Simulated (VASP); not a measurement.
Wanted: the native input for a VASP 6.6.1 run.

```yaml
Task: single point
Functional: PBE
Potentials_or_basis: VASP PAW PBE potentials, release 64 (Zn, F)
Cutoff: 600 eV
k_mesh: 4 × 4 × 6
Occupations: gaussian, width 0.01 eV
Spin: no spin polarisation
Dipole_correction: no
Further_INCAR_settings: ALGO = Normal; EDIFF = 1e-06; NBANDS = 35
```

The structure of ZnF2 lies in POSCAR:

```
ZnF2
1.0
    4.8475632812      0.0000000000      0.0000000000
    0.0000000000      4.8475632812      0.0000000000
    0.0000000000      0.0000000000      3.2069340448
Zn F
2 4
Direct
    0.0000000000      0.0000000000      0.0000000000
    0.5000000000      0.5000000000      0.5000000000
    0.3043835389      0.3043835389      0.0000000000
    0.1956164611      0.8043835389      0.5000000000
    0.6956164611      0.6956164611      0.0000000000
    0.8043835389      0.1956164611      0.5000000000
```

One way to write it, as run:

INCAR

```
SYSTEM = ZnF2
  ALGO = Normal
  EDIFF = 1E-6
  ENCUT = 600
  GGA = PE
  GGA_COMPAT = .False.
  ISIF = 2
  ISMEAR = 0
  LASPH = .True.
  LCHARG = .False.
  LREAL = .False.
  LWAVE = .False.
  NBANDS = 35
  NELM = 120
  PREC = Accurate
  SIGMA = 0.01
```

KPOINTS

```
k-points
0
Gamma
  4 4 6
  0 0 0
```

Potentials or basis: VASP PAW PBE potentials, release 64 (Zn, F).

Launch:

```console
$ cat potpaw_PBE.64/Zn/POTCAR potpaw_PBE.64/F/POTCAR > POTCAR
$ mpirun -np 1 vasp_std > vasp.out
```

It gave:

The pressure is -2.6 GPa. The largest force is 0.038 eV/Å. The band gap on the k mesh is 3.39 eV (least direct gap 3.41 eV).

Wall time 59 s on 1 thread of AMD EPYC 9R14 (Zen 4), on a shared host, peak memory 0.2 GiB.
